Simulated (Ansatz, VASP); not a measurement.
**W: VASP beside Ansatz**

```
W
1.0
    -0.09996    1.99913    2.19904
     1.89917    0.00000    2.09908
     1.99913    1.99913   -0.09996
W
1
Cartesian
  0.0000 0.0000 0.0000
```

Change from the starting cell: engineering shear strain xz -0.1000, normal strain along z +0.1000.

Alike in both runs: task single point; functional PBEsol; k mesh 20 × 20 × 20; occupations gaussian, width 0.15 eV; no spin polarisation.

```csv
,VASP,Ansatz
version,VASP 6.6.1,Ansatz 0.2.0
potentials or method,"VASP PAW PBE potentials, release 64 (W_sv), cutoff 500 eV","scalar-relativistic, plane waves, PAW"
valence electrons in the cell,14,14
```

|  | VASP | Ansatz | Ansatz less VASP |
| --- | --- | --- | --- |
| gap on the k mesh at the Fermi level (eV) | none | none | - |
| pressure (GPa) | -22.1 | -22.4 | -0.26 |
| traceless stress, the component that is largest in VASP (GPa) | 4.62 | 4.62 | +0.003 |

VASP's potentials were made for PBE, not for PBEsol, and Ansatz warns of the same on its side. A gap of «none» marks a metal or a gap that the smearing closes. The functional is the same, so the differences come from potentials, cutoffs and numerics.

Neither program's run includes spin-orbit coupling.
